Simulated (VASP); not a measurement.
## Sn: single point with PBEsol

Crystal: Sn.

```
Sn
1.0
    -1.72522    1.80043    2.15402
     1.72522   -1.80043    2.15402
     1.72522    1.80043   -2.15402
Sn
1
Direct
  0.00332 0.99901 0.99805
```

| Property | Result |
| --- | --- |
| Program | VASP 6.6.1 |
| Task | single point |
| Functional | PBEsol |
| Potentials or basis | VASP PAW PBE potentials, release 64 (Sn_d) |
| Cutoff | 520 eV |
| k mesh | 8 × 8 × 8 |
| Occupations | fermi-dirac, width 0.1 eV |
| Spin | no spin polarisation |

```
Pressure               : -1.1 GPa
Band gap on the k mesh : zero (band 7 reaches 15.76 eV, above the bottom of band 8 at 6.40 eV)
```

Stress tensor (GPa, compression positive):
```
-0.18  0.00  0.00
 0.00 -1.94  0.00
 0.00  0.00 -1.24
```

Levels at points of the mesh, in eV from the Fermi level:
| k point | band 3 | band 4 | band 5 | band 6 | band 7 | band 8 | band 9 | band 10 | band 11 | band 12 |
| --- | --- | --- | --- | --- | --- | --- | --- | --- | --- | --- |
| (0.00, 0.00, 0.00) | -21.52 | -21.49 | -21.42 | -11.35 | 7.51 | 7.53 | 8.28 | 10.89 | 11.40 | 12.31 |
| (0.50, 0.00, 0.00) | -21.50 | -21.42 | -21.36 | -7.04 | -4.83 | 4.98 | 6.66 | 9.56 | 9.91 | 10.94 |
| (0.00, 0.50, 0.00) | -21.49 | -21.40 | -21.36 | -6.67 | -4.72 | 4.33 | 5.91 | 8.83 | 9.08 | 11.16 |
| (0.50, 0.50, 0.00) | -21.41 | -21.39 | -21.34 | -5.66 | -4.19 | 2.34 | 3.25 | 6.23 | 6.46 | 17.96 |
| (0.50, 0.50, 0.50) | -21.39 | -21.35 | -21.35 | -3.58 | -2.73 | 0.32 | 1.28 | 3.91 | 5.00 | 18.87 |

It took 30 s on 1 thread of Intel Xeon 6975P-C, on a shared host, peak memory 0.17 GiB.

Caveat: the PAW data sets were made with another functional, which shifts forces and pressure a little; spin-orbit coupling is left out, which moves the levels of the heavy elements.
